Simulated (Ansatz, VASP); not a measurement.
## Sr3CuOs in VASP and in Ansatz

INCAR

```
PREC     = Accurate       # precision mode
ENCUT    = 520            # plane-wave cutoff, eV
EDIFF    = 1E-6           # SCF threshold, eV
ISMEAR   = 0              # smearing method
SIGMA    = 0.1            # smearing width, eV
LREAL    = False          # projectors in reciprocal space
LASPH    = True           # aspherical terms in the spheres
NELM     = 150            # most SCF steps
ALGO     = Fast           # electronic algorithm
ISIF     = 2              # what is computed and relaxed
LWAVE    = False          # write WAVECAR
LCHARG   = False          # write CHGCAR
ISPIN    = 2              # spin polarisation
MAGMOM   = 0 0 0 0 1      # initial moments
LORBIT   = 11             # projections on sites
LMAXMIX  = 4              # l up to which the mixer works
GGA      = PE             # functional
NBANDS   = 36             # bands
```

The input KPOINTS:

```
Automatic mesh
0
Gamma
  4 4 4
```

Contents of POSCAR:

```
Sr3CuOs
1.0
    5.5171896428      0.0000000000      0.0000000000
    0.0000000000      5.5171896428      0.0000000000
    0.0000000000      0.0000000000      5.5171896428
Sr Cu Os
3 1 1
Direct
    0.5000000000      0.0000000000      0.0000000000
    0.0000000000      0.5000000000      0.0000000000
    0.0000000000      0.0000000000      0.5000000000
    0.0000000000      0.0000000000      0.0000000000
    0.5000000000      0.5000000000      0.5000000000
```

Input for Ansatz:

```yaml
crystal:
  lattice:
    - [5.5171896428, 0.0, 0.0]
    - [0.0, 5.5171896428, 0.0]
    - [0.0, 0.0, 5.5171896428]
  atoms:
    - { symbol: Sr, position: [0.5, 0.0, 0.0] }
    - { symbol: Sr, position: [0.0, 0.5, 0.0] }
    - { symbol: Sr, position: [0.0, 0.0, 0.5] }
    - { symbol: Cu, position: [0.0, 0.0, 0.0] }
    - { symbol: Os, position: [0.5, 0.5, 0.5], spin: 1.0 }
basis:
  ecutwfc: 420
kpoints:
  mp_grid: { grid: [4, 4, 4] }
hamiltonian:
  xc: pbe
scf:
  occupations: { method: gaussian, width: 0.1 }
  lower_state_search: "off"
output:
  forces: true
  stress: true
  eigenvalues: true
  populations: true
magnetization:
  spin_polarized: true
```

Alike in both runs: task single point; functional PBE; k mesh 4 × 4 × 4; occupations gaussian, width 0.1 eV; collinear spin.

```csv
,VASP,Ansatz
version,VASP 6.6.1,Ansatz 0.2.0
potentials or method,"VASP PAW PBE potentials, release 64 (Sr_sv, Cu, Os), cutoff 520 eV","scalar-relativistic, plane waves, PAW"
valence electrons in the cell,49,65
```

|  | VASP | Ansatz | Ansatz less VASP |
| --- | --- | --- | --- |
| gap on the k mesh at the Fermi level (eV) | none | none | - |
| pressure (GPa) | 1.0 | 0.9 | -0.09 |
| net moment per atom (μB) | 0.26 | 0.27 | +0.003 |
| size of the moment on the site where the two differ most (μB) | 1.58 | 1.69 | +0.114 |

Site moments also hang on the region over which each program counts them. A gap of «none» marks a metal or a gap that the smearing closes. The functional is the same, so the differences come from potentials, cutoffs and numerics. VASP's potentials hold 49 valence electrons a cell and Ansatz's 65, so a difference there can come from the potentials and not from the codes.

Spin-orbit coupling is off throughout.
